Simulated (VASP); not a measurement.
A run of VASP 6.6.1 is set up as follows.

Contents of INCAR:

```
  ALGO = Normal
  EDIFF = 1E-6
  ENCUT = 1000
  GGA = PE
  GGA_COMPAT = False
  ISIF = 2
  ISMEAR = -1
  IVDW = 12
  LASPH = True
  LCHARG = False
  LREAL = Auto
  LWAVE = False
  NBANDS = 56
  NELM = 120
  NELMDL = -8
  PREC = Accurate
  SIGMA = 0.05
```

Contents of KPOINTS:

```
k-points
0
Gamma
  2 2 1
```

POSCAR

```
Si16H4CO
1.0
    7.6791800000      0.0000000000      0.0000000000
    3.8395900000      6.6503650000      0.0000000000
    0.0000000000      0.0000000000     18.4187650000
H Si C O
4 16 1 1
Direct
    0.1666668792      0.1666675438      0.0542924566
    0.6666681814      0.1666675438      0.0542924566
    0.1666662146      0.6666701752      0.0542924566
    0.6666675168      0.6666701752      0.0542924566
    0.1666668792      0.1666675438      0.1357311416
    0.6666681814      0.1666675438      0.1357311416
    0.1666662146      0.6666701752      0.1357311416
    0.6666675168      0.6666701752      0.1357311416
   -0.1675608627      0.3341320364      0.1793931352
    0.3334634409      0.3334403450      0.1788230644
   -0.1666291417      0.8333377191      0.1791596776
    0.3340816935      0.8324655865      0.1793822767
   -0.1653074394      0.3325682124      0.3082834273
    0.3321381623      0.3321321461      0.3071921489
   -0.1665144961      0.8334730500      0.3073061630
    0.3325447430      0.8347060650      0.3082508518
   -0.0003609883     -0.0003458457      0.3387414954
    0.5007902987     -0.0004059928      0.3381497076
   -0.0003971244      0.5007695066      0.3381551369
    0.4995009737      0.4994913813      0.3347509999
    0.6122274602      0.5926140896      0.5298346550
    0.6072732324      0.5879376545      0.5921189613
```

Potentials or basis: VASP PAW PBE potentials, release 64 (H_h, Si, C_h, O_h).

Command:

```bash
$ cat potpaw_PBE.64/H_h/POTCAR potpaw_PBE.64/Si/POTCAR potpaw_PBE.64/C_h/POTCAR potpaw_PBE.64/O_h/POTCAR > POTCAR
$ mpirun -np 1 vasp_std > vasp.out
```

Task: What does it give for the largest force?

Result: 1.428 eV/Å.

Task: Predict the dispersion energy per atom.

Result: -0.186 eV.

Task: Predict the band gap on the k mesh.

Result: Zero (bands 39 and 40 overlap by 0.23 eV).

Forces on the atoms (eV/Å):
```
H   -0.015 -0.008 -0.059
H    0.009  0.001 -0.065
H    0.005  0.007 -0.066
H   -0.003 -0.002 -0.070
Si  -0.022 -0.012  0.549
Si   0.005 -0.007  0.470
Si  -0.003  0.007  0.468
Si   0.025  0.016  0.462
Si   0.007 -0.022 -0.310
Si   0.003  0.001 -0.343
Si  -0.004 -0.001 -0.350
Si  -0.012  0.018 -0.312
Si   0.017 -0.012 -0.336
Si  -0.014 -0.009 -0.318
Si   0.006  0.003 -0.349
Si  -0.002  0.019 -0.335
Si   0.004  0.003  0.331
Si  -0.002 -0.008  0.326
Si  -0.009  0.003  0.329
Si  -0.008 -0.004  0.121
C   -0.039 -0.023  1.282
O    0.053  0.029 -1.426
```

Caveat: the k points lie up to 0.47 Å⁻¹ apart; there is no dipole correction, which matters where the two faces differ.
